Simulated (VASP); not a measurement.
# AlN (P6_3mc) in VASP: further runs

AlN is run at these levels: PBEsol; tasks: single point.

Everything below comes from runs of VASP 6.6.1. Logs are shortened: lines on timing, memory, paths and dates and some standing lists are left out, and cuts for length are marked.

**1. The cell of the first run**

Symmetry: P6_3mc, No. 186, hexagonal system. The conventional cell has a = 3.145 Å, b = 3.145 Å, c = 4.953 Å, α = 90.00°, β = 90.00°, γ = 120.00°. Al (site symmetry 3m) has 4 N at 1.89 to 1.91 Å within 2.5 Å. N (site symmetry 3m) has 4 Al at 1.89 to 1.91 Å within 2.5 Å.

**2. Single point, PBEsol (in-plane strain +0.01)**

File INCAR:

```
SYSTEM = AlN
PREC     = Accurate       ! precision mode
ENCUT    = 520            ! plane-wave cutoff, eV
EDIFF    = 1E-6           ! SCF threshold, eV
ISMEAR   = 0              ! smearing method
SIGMA    = 0.01           ! smearing width, eV
LREAL    = .False.        ! projectors in reciprocal space
LASPH    = .True.         ! aspherical terms in the spheres
NELM     = 100            ! most SCF steps
ALGO     = Normal         ! electronic algorithm
ISIF     = 2              ! what is computed and relaxed
LWAVE    = .False.        ! write WAVECAR
LCHARG   = .False.        ! write CHGCAR
GGA      = PS             ! functional
NBANDS   = 16             ! bands
```

File KPOINTS:

```
Automatic mesh
0
Gamma
  8 8 6
  0 0 0
```

File POSCAR:

```
AlN
1.0
    3.1449678228      0.0000000000      0.0000000000
   -1.5724839114      2.7236220287      0.0000000000
    0.0000000000      0.0000000000      4.9529550896
Al N
2 2
Direct
    0.3333333333      0.6666666667     -0.0010085599
    0.6666666667      0.3333333333      0.4989914401
    0.3333333333      0.6666666667      0.3810085599
    0.6666666667      0.3333333333      0.8810085599
```

Potentials or basis: VASP PAW PBE potentials, release 64 (Al, N).

On the command line:

```sh
> cat potpaw_PBE.64/Al/POTCAR potpaw_PBE.64/N/POTCAR > POTCAR
> mpirun -np 1 vasp_std > vasp.out
```

OUTCAR:

```text
SYSTEM = AlN
   PREC = Accurate
   ENCUT = 520
   EDIFF = 1E-6
   ISMEAR = 0
   LREAL = .False.
   LASPH = .True.
   NELM = 100
   ISIF = 2
   GGA = PS

 ion  position               nearest neighbor table
   1  0.333  0.667  0.999-   3 1.89   4 1.91   4 1.91   4 1.91   2 3.07   2 3.07   2 3.07   2 3.07
                             2 3.07   2 3.07
   2  0.667  0.333  0.499-   4 1.89   3 1.91   3 1.91   3 1.91   1 3.07   1 3.07   1 3.07   1 3.07
                             1 3.07   1 3.07
   3  0.333  0.667  0.381-   1 1.89   2 1.91   2 1.91   2 1.91
   4  0.667  0.333  0.881-   2 1.89   1 1.91   1 1.91   1 1.91

  LATTYP: Found a hexagonal cell.
 ALAT       =     3.1449678228
 C/A-ratio  =     1.5748825962

  Lattice vectors:

 A1 = (   3.1449678228,   0.0000000000,   0.0000000000)
 A2 = (  -1.5724839114,   2.7236220287,   0.0000000000)
 A3 = (   0.0000000000,   0.0000000000,   4.9529550896)

Analysis of symmetry for initial positions (statically):
=====================================================================
 Subroutine PRICEL returns:
 Original cell was already a primitive cell.

 Routine SETGRP: Setting up the symmetry group for a
 hexagonal supercell.

 Subroutine GETGRP returns: Found 12 space group operations
 (whereof  6 operations were pure point group operations)
 out of a pool of 24 trial point group operations.

The static configuration has the point symmetry C_3v.
 The point group associated with its full space group is C_6v.

Analysis of symmetry for dynamics (positions and initial velocities):
=====================================================================
 Subroutine PRICEL returns:
 Original cell was already a primitive cell.

 Routine SETGRP: Setting up the symmetry group for a
 hexagonal supercell.

 Subroutine GETGRP returns: Found 12 space group operations
 (whereof  6 operations were pure point group operations)
 out of a pool of 24 trial point group operations.

The dynamic configuration has the point symmetry C_3v.
 The point group associated with its full space group is C_6v.

 Subroutine INISYM returns: Found 12 space group operations
 (whereof  6 operations are pure point group operations),
 and found     1 'primitive' translations

----------------------------------------------------------------------------------------

                                     Primitive cell

  volume of cell :      42.4255

  direct lattice vectors                    reciprocal lattice vectors
     3.144967823  0.000000000  0.000000000     0.317968277  0.183579070  0.000000000
    -1.572483911  2.723622029  0.000000000     0.000000000  0.367158141  0.000000000
     0.000000000  0.000000000  4.952955090     0.000000000  0.000000000  0.201899670

  length of vectors
     3.144967823  3.144967823  4.952955090     0.367158141  0.367158141  0.201899670

  position of ions in fractional coordinates (direct lattice)
     0.333333333  0.666666667  0.998991440
     0.666666667  0.333333333  0.498991440
     0.333333333  0.666666667  0.381008560
     0.666666667  0.333333333  0.881008560

  ion indices of the primitive-cell ions
   primitive index   ion index
                 1           1
                 2           2
                 3           3
                 4           4

----------------------------------------------------------------------------------------

 KPOINTS: Automatic mesh

Automatic generation of k-mesh.
 Grid dimensions read from file:
 generate k-points for:    8    8    6

 Generating k-lattice:

  Cartesian coordinates                     Fractional coordinates (reciprocal lattice)
     0.039746035  0.022947384  0.000000000     0.125000000  0.000000000  0.000000000
     0.000000000  0.045894768  0.000000000     0.000000000  0.125000000  0.000000000
     0.000000000  0.000000000  0.033649945     0.000000000  0.000000000  0.166666667

  Length of vectors
     0.045894768  0.045894768  0.033649945

  Shift w.r.t. Gamma in fractional coordinates (k-lattice)
     0.000000000  0.000000000  0.000000000

 Subroutine IBZKPT returns following result:
 ===========================================

 Found     40 irreducible k-points:

 Following reciprocal coordinates:
            Coordinates               Weight
  0.000000  0.000000  0.000000      1.000000
  0.125000 -0.000000  0.000000      6.000000
  0.250000 -0.000000  0.000000      6.000000
  0.375000 -0.000000  0.000000      6.000000
  0.500000 -0.000000  0.000000      3.000000
  0.125000  0.125000  0.000000      6.000000
[... 16 lines left out ...]
  0.250000 -0.000000  0.333333     12.000000
  0.375000 -0.000000  0.333333     12.000000
 [... further k-points ...]
   k-points           NKPTS =     40   k-points in BZ     NKDIM =     40   number of bands    NBANDS=     16
   number of dos      NEDOS =    301   number of ions     NIONS =      4
   total plane-waves  NPLWV =  23040
   dimension x,y,z NGX =    24 NGY =   24 NGZ =   40
   dimension x,y,z NGXF=    48 NGYF=   48 NGZF=   80
   ions per type =               2   2
   NGX,Y,Z   is equivalent  to a cutoff of  12.69, 12.69, 13.43 a.u.
   NGXF,Y,Z  is equivalent  to a cutoff of  25.37, 25.37, 26.85 a.u.
 SYSTEM =  AlN
   PREC   = accura    normal or accurate (medium, high low for compatibility)
   ISTART =      0    job   : 0-new  1-cont  2-samecut
   ICHARG =      2    charge: 1-file 2-atom 10-const
   ISPIN  =      1    spin polarized calculation?
   LNONCOLLINEAR =      F non collinear calculations
   LSORBIT =      F    spin-orbit coupling
   LASPH  =      T    aspherical Exc in radial PAW
   ENCUT  =  520.0 eV  38.22 Ry    6.18 a.u.   5.85  5.85  9.21*2*pi/ulx,y,z
   NELM   =    100;   NELMIN=  2; NELMDL= -5     # of ELM steps
   EDIFF  = 0.1E-05   stopping-criterion for ELM
   LREAL  =      F    real-space projection
   EDIFFG = 0.1E-04   stopping-criterion for IOM
   NSW    =      0    number of steps for IOM
   IBRION =     -1    ionic relax: 0-MD 1-quasi-New 2-CG
   NFREE  =      0    steps in history (QN), initial steepest desc. (CG)
   ISIF   =      2    stress and relaxation
   ISYM   =      2    0-nonsym 1-usesym 2-fastsym
   POTIM  = 0.5000    time-step for ionic-motion
   TEBEG  =    0.0;   TEEND  =   0.0 temperature during run
   PSTRESS=    0.0 pullay stress
   NELECT =      16.0000    total number of electrons
   NUPDOWN=      -1.0000    fix difference up-down
   EMIN   =  10.00;   EMAX   =-10.00  energy-range for DOS
   EFERMI =   0.00;   METHOD = LEGACY
   ISMEAR =     0;   SIGMA  =   0.01  broadening in eV -4-tet -1-fermi 0-gaus
   EFERMI_NEDOS =   21; number of points for ismear=-14 and -15
   IALGO  =     38    algorithm
   IMIX   =      4    mixing-type and parameters
     AMIX     =   0.40;   BMIX     =  1.00
     AMIX_MAG =   1.60;   BMIX_MAG =  1.00
  volume/ion in A,a.u.               =      10.61        71.58
  Fermi-wavevector in a.u.,A,eV,Ry     =   1.182785  2.235139 19.034272  1.398980
  Thomas-Fermi vector in A             =   2.319032
   LORBIT       =      0    0 simple, 1 ext, 2 COOP (PROOUT), +10 PAW based schemes
   GGA     = PS    functional components
   LHFCALC =     F    Hartree Fock is set to
   AEXX    =    0.0000 exact exchange contribution
   IVDW    =     0    specifies the selected vdW correction
   LEPSILON=     F    determine dielectric tensor
   LRPA    =     F    only Hartree local field effects (RPA)
 non-spin polarized calculation
 Gauss-broadening in eV      SIGMA  =   0.01
  energy-cutoff  :      520.00
  volume of cell :       42.43
 maximum number of plane-waves:      1152
 NGX is ok and might be reduce to    24
   NGX = 11   NGY = 11   NGZ = 19

 number of electron      16.0000000 magnetization

 Free energy of the ion-electron system (eV)
  ---------------------------------------------------
  ext. energy  EPLUGINS =         0.00000000
  ---------------------------------------------------
  free energy    TOTEN  =       -31.29827667 eV

  energy without entropy =      -31.29827667  energy(sigma->0) =      -31.29827667

 E-fermi :   6.0706     XC(G=0): -11.0388

 val. band max:        5.9698820273   @ k =   0.0000   0.0000   0.0000
 cond. band min:       9.9196884097   @ k =   0.0000   0.0000   0.0000
 fundamental gap:      3.9498063824
 Fermi energy:         6.0705760361

 k-point     1 :       0.0000    0.0000    0.0000
  band No.  band energies     occupation
      1      -9.1603      2.00000
      2      -6.9542      2.00000
      3      -0.0237      2.00000
      4       4.9860      2.00000
      5       4.9860      2.00000
      6       5.6832      2.00000
[... 8 lines left out ...]
     15      18.7347      0.00000
     16      19.1276      0.00000

 k-point     2 :       0.1250   -0.0000    0.0000
  band No.  band energies     occupation
      1      -8.9669      2.00000
      2      -6.8515      2.00000
      3       0.2069      2.00000
      4       4.1247      2.00000
      5       4.7430      2.00000
      6       4.8602      2.00000
[... 8 lines left out ...]
     15      18.4881      0.00000
     16      18.7009      0.00000

 k-point     3 :       0.2500   -0.0000    0.0000
  band No.  band energies     occupation
      1      -8.4269      2.00000
      2      -6.6134      2.00000
      3       0.8700      2.00000
      4       2.4292      2.00000
      5       3.4609      2.00000
      6       4.2790      2.00000
[... 8 lines left out ...]
     15      17.8618      0.00000
     16      18.8175      0.00000

 k-point     4 :       0.3750   -0.0000    0.0000
  band No.  band energies     occupation
      1      -7.6950      2.00000
      2      -6.4562      2.00000
      3       1.0182      2.00000
      4       1.8417      2.00000
      5       2.2923      2.00000
      6       3.9020      2.00000
[... 8 lines left out ...]
     15      17.9606      0.00000
     16      20.4025      0.00000

 k-point     5 :       0.5000   -0.0000    0.0000
  band No.  band energies     occupation
      1      -7.2287      2.00000
      2      -6.5146      2.00000
      3       0.4834      2.00000
      4       1.8100      2.00000
      5       2.5699      2.00000
      6       3.7620      2.00000
[... 8 lines left out ...]
     15      18.4914      0.00000
     16      21.0522      0.00000

 k-point     6 :       0.1250    0.1250    0.0000
  band No.  band energies     occupation
      1      -8.5993      2.00000
      2      -6.6797      2.00000
      3       0.6546      2.00000
      4       3.2101      2.00000
      5       3.3950      2.00000
      6       4.6244      2.00000
[... 8 lines left out ...]
     15      18.1926      0.00000
     16      18.8305      0.00000
[... 267 lines left out ...]
 k-point    21 :       0.0000    0.0000    0.3333
  band No.  band energies     occupation
      1      -8.7365      2.00000
      2      -7.6782      2.00000
      3       1.3296      2.00000
      4       4.0790      2.00000
      5       5.1524      2.00000
      6       5.1524      2.00000
[... 8 lines left out ...]
     15      17.5977      0.00000
     16      17.5977      0.00000

 k-point    22 :       0.1250   -0.0000    0.3333
  band No.  band energies     occupation
      1      -8.5544      2.00000
      2      -7.5351      2.00000
      3       1.4121      2.00000
      4       3.6703      2.00000
      5       4.4969      2.00000
      6       4.9516      2.00000
[... 8 lines left out ...]
     15      17.9244      0.00000
     16      17.9813      0.00000

 k-point    23 :       0.2500   -0.0000    0.3333
  band No.  band energies     occupation
      1      -8.0541      2.00000
      2      -7.1674      2.00000
      3       1.3575      2.00000
      4       2.4489      2.00000
      5       3.5440      2.00000
      6       4.5457      2.00000
[... 8 lines left out ...]
     15      17.9503      0.00000
     16      18.8038      0.00000

 k-point    24 :       0.3750   -0.0000    0.3333
  band No.  band energies     occupation
      1      -7.4066      2.00000
      2      -6.7859      2.00000
      3       0.6172      2.00000
      4       1.2723      2.00000
      5       3.5386      2.00000
      6       4.2024      2.00000
[... 8 lines left out ...]
     15      17.8838      0.00000
     16      19.7393      0.00000

 [... further k-points ...]

------------------------ aborting loop because EDIFF is reached ----------------------------------------

  FORCE on cell =-STRESS in cart. coord.  units (eV):
  Direction    XX          YY          ZZ          XY          YZ          ZX
  --------------------------------------------------------------------------------------
  -------------------------------------------------------------------------------------
  Total       -1.3221271     -1.3221271      0.3711182      0.0000000      0.0000000     -0.0000000
  in kB      -49.9293996    -49.9293996     14.0150743      0.0000000      0.0000000     -0.0000000
  external PRESSURE =     -28.6145749 kB  Pullay stress =       0.0000000 kB

 VOLUME and BASIS-vectors are now :
 -----------------------------------------------------------------------------
  energy-cutoff  :      520.00
  volume of cell :       42.43
      direct lattice vectors                 reciprocal lattice vectors
     3.144967823  0.000000000  0.000000000     0.317968277  0.183579070  0.000000000
    -1.572483911  2.723622029  0.000000000     0.000000000  0.367158141  0.000000000
     0.000000000  0.000000000  4.952955090     0.000000000  0.000000000  0.201899670

 POSITION                                       TOTAL-FORCE (eV/Angst)
 -----------------------------------------------------------------------------------
     -0.00000      1.81575      4.94796        -0.000000     -0.000000     -0.185390
      1.57248      0.90787      2.47148         0.000000      0.000000     -0.185390
     -0.00000      1.81575      1.88712        -0.000000     -0.000000      0.185390
      1.57248      0.90787      4.36360         0.000000      0.000000      0.185390
 -----------------------------------------------------------------------------------
    total drift:                               -0.000000      0.000000     -0.000367

  FREE ENERGIE OF THE ION-ELECTRON SYSTEM (eV)
  ---------------------------------------------------
  free  energy   TOTEN  =       -31.2982766738 eV

  energy  without entropy=      -31.2982766738  energy(sigma->0) =      -31.29827667
```

It took 14 s on 1 thread of Intel Xeon Platinum 8375C at 2.90GHz (Ice Lake), shared host; peak memory 0.16 GiB.

Results:

```
Free energy            : -31.2983 eV
Pressure               : -2.9 GPa
Largest force          : 0.185 eV/Å
Band gap on the k mesh : 3.95 eV, direct
```

Forces on the atoms (eV/Å):
```
Al   0.000  0.000 -0.185
Al   0.000  0.000 -0.185
N    0.000  0.000  0.185
N    0.000  0.000  0.185
```

Stress tensor (GPa, compression positive):
```
-4.99  0.00  0.00
 0.00 -4.99  0.00
 0.00  0.00  1.40
```

Levels at points of the mesh, in eV from the valence-band top:
```csv
k point,band 6,band 7,band 8,band 9,band 10,band 11
"(0.00, 0.00, 0.00)",-0.29,-0.29,0.00,3.95,6.23,10.41
"(0.50, 0.00, 0.00)",-2.21,-1.84,-0.73,5.48,5.69,7.90
"(0.00, 0.00, 0.50)",-0.65,-0.65,-0.65,6.14,6.14,10.11
"(0.50, 0.00, 0.50)",-1.55,-1.37,-1.37,5.12,5.12,9.02
```

Caveat: the cell differs from its parent crystal (in-plane strain +0.01); the PAW data sets were made with another functional, which shifts forces and pressure a little. A k mesh can miss the band edges.

**3. Single point, PBEsol (film at in-plane strain +0.01)**

File INCAR:

```
  PREC = Accurate
  ENCUT = 520
  EDIFF = 1E-6
  ISMEAR = 0
  SIGMA = 0.01
  LREAL = F
  LASPH = T
  NELM = 60
  ALGO = Normal
  ISIF = 2
  LWAVE = F
  LCHARG = F
  GGA = PS
  NBANDS = 16
```

File KPOINTS:

```
regular mesh
0
Gamma
  8 8 6
```

File POSCAR:

```
AlN
1.0
    3.1449678228      0.0000000000      0.0000000000
   -1.5724839114      2.7236220287      0.0000000000
    0.0000000000      0.0000000000      4.9527213833
Al N
2 2
Direct
    0.3333333333      0.6666666667     -0.0024913082
    0.6666666667      0.3333333333      0.4975086918
    0.3333333333      0.6666666667      0.3824913082
    0.6666666667      0.3333333333      0.8824913082
```

Potentials or basis: VASP PAW PBE potentials, release 64 (Al, N).

On the command line:

```sh
> cat potpaw_PBE.64/Al/POTCAR potpaw_PBE.64/N/POTCAR > POTCAR
> mpirun -np 1 vasp_std > vasp.out
```

It took 14 s on 1 thread of Intel Xeon Platinum 8375C at 2.90GHz (Ice Lake), shared host; peak memory 0.16 GiB.

It converged, with:

| Property | Result |
| --- | --- |
| Free energy | -31.3010 eV |
| Pressure | -3.0 GPa |
| Band gap on the k mesh | 3.91 eV, direct |

Stress tensor (GPa, compression positive):
```
-4.43  0.00  0.00
 0.00 -4.43  0.00
 0.00  0.00 -0.06
```

Levels at points of the mesh, in eV from the valence-band top:
| k point | band 5 | band 6 | band 7 | band 8 | band 9 | band 10 | band 11 | band 12 |
| --- | --- | --- | --- | --- | --- | --- | --- | --- |
| (0.00, 0.00, 0.00) | -1.05 | -0.35 | -0.35 | 0.00 | 3.91 | 6.19 | 10.40 | 10.67 |
| (0.50, 0.00, 0.00) | -3.43 | -2.27 | -1.85 | -0.80 | 5.45 | 5.67 | 7.85 | 9.97 |
| (0.00, 0.00, 0.50) | -0.71 | -0.71 | -0.71 | -0.71 | 6.11 | 6.11 | 10.06 | 10.06 |
| (0.50, 0.00, 0.50) | -1.62 | -1.62 | -1.40 | -1.40 | 5.08 | 5.08 | 8.95 | 8.95 |

Caveat: the cell differs from its parent crystal (film at in-plane strain +0.01); the PAW data sets were made with another functional, which shifts forces and pressure a little. A k mesh can miss the band edges.

**4. Single point, PBEsol (in-plane strain +0.02, then relaxed in part)**

Changes to INCAR since step 3:

```diff
@@ -7,3 +7,3 @@
   LASPH = T
-  NELM = 60
+  NELM = 100
   ALGO = Normal
```

File KPOINTS:

```
Automatic mesh
0
Gamma
  8 8 6
```

File POSCAR:

```
AlN
1.0
    3.1761061181      0.0000000000      0.0000000000
   -1.5880530591      2.7505885834      0.0000000000
    0.0000000000      0.0000000000      4.9198227098
Al N
2 2
Direct
    0.3333333333      0.6666666667     -0.0040352106
    0.6666666667      0.3333333333      0.4959647894
    0.3333333333      0.6666666667      0.3840352106
    0.6666666667      0.3333333333      0.8840352106
```

On the command line:

```sh
> cat potpaw_PBE.64/Al/POTCAR potpaw_PBE.64/N/POTCAR > POTCAR
> mpirun -np 1 vasp_std > vasp.out
```

Wall time 15 s (1 thread of Intel Xeon Platinum 8375C at 2.90GHz (Ice Lake), shared host); peak memory 0.15 GiB.

Results (log left out):

```yaml
Free_energy: -31.2677 eV
Pressure: -5.6 GPa
Largest_force: 0.004 eV/Å
Band_gap_on_the_k_mesh: 3.70 eV, direct
```

Forces on the atoms (eV/Å):
```
Al   0.000  0.000 -0.004
Al   0.000  0.000 -0.004
N    0.000  0.000  0.004
N    0.000  0.000  0.004
```

Stress tensor (GPa, compression positive):
```
-8.43  0.00  0.00
 0.00 -8.43  0.00
 0.00  0.00 -0.05
```

Levels at points of the mesh, in eV from the valence-band top:
```tsv
k point	band 5	band 6	band 7	band 8	band 9	band 10	band 11	band 12
(0.00, 0.00, 0.00)	-1.22	-0.47	-0.47	0.00	3.70	5.85	10.31	10.33
(0.50, 0.00, 0.00)	-3.48	-2.42	-1.90	-0.88	5.23	5.67	7.64	9.79
(0.00, 0.00, 0.50)	-0.86	-0.86	-0.86	-0.86	5.86	5.86	9.93	9.93
(0.50, 0.00, 0.50)	-1.74	-1.74	-1.41	-1.41	5.00	5.00	8.79	8.79
```

Caveat: the cell differs from its parent crystal (in-plane strain +0.02, then relaxed in part); the PAW data sets were made with another functional, which shifts forces and pressure a little.

(Part 1 of 2 ends here.)
